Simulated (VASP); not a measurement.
Input of a VASP 6.6.1 run:

The input INCAR:

```
SYSTEM = TaN
  ALGO = Normal
  EDIFF = 1E-6
  ENCUT = 700
  GGA = PE
  GGA_COMPAT = .False.
  ISIF = 2
  ISMEAR = -1
  LASPH = .True.
  LCHARG = .True.
  LELF = .True.
  LREAL = .False.
  LVHAR = .True.
  LWAVE = .False.
  NBANDS = 26
  NELM = 120
  PREC = Accurate
  SIGMA = 0.03
```

The input KPOINTS:

```
k-points
0
Gamma
  7 7 4
  0 0 0
```

Contents of POSCAR:

```
TaN
1.0
    3.0500000000      0.0000000000      0.0000000000
   -1.5250000000      2.6413774815      0.0000000000
    0.0000000000      0.0000000000      4.9400000000
Ta N
2 2
Direct
    0.2833333333      0.6416666667     -0.0086250000
    0.6666666667      0.3333333333      0.5000000000
    0.3333333333      0.6666666667      0.3850000000
    0.7166666667      0.3583333333      0.8936250000
```

Potentials or basis: VASP PAW PBE potentials, release 64 (Ta_sv_GW, N).

Command:

```bash
$ cat potpaw_PBE.64/Ta_sv_GW/POTCAR potpaw_PBE.64/N/POTCAR > POTCAR
$ mpirun -np 1 vasp_std > vasp.out
```

Q: What does it give for the pressure?

A: 156.0 GPa.

Q: Estimate the largest force.

A: 18.070 eV/Å.

Q: Predict the band gap on the k mesh.

A: Zero (bands 18 and 19 overlap by 2.17 eV).

Forces in eV/Å, atoms in the order of the input:
```
Ta   14.787   8.537   5.914
Ta   -0.966  -0.558   2.882
N     0.432   0.249  -2.687
N   -14.252  -8.229  -6.109
```

Caveat: the cell differs from its parent crystal (shortest bond scaled by 0.85); the stress differs along the axes, from 112 to 207 GPa; spin-orbit coupling is left out, which moves the levels of the heavy elements; forces of over 1 eV/Å act on the atoms, so gaps and moduli don't describe the material at rest.
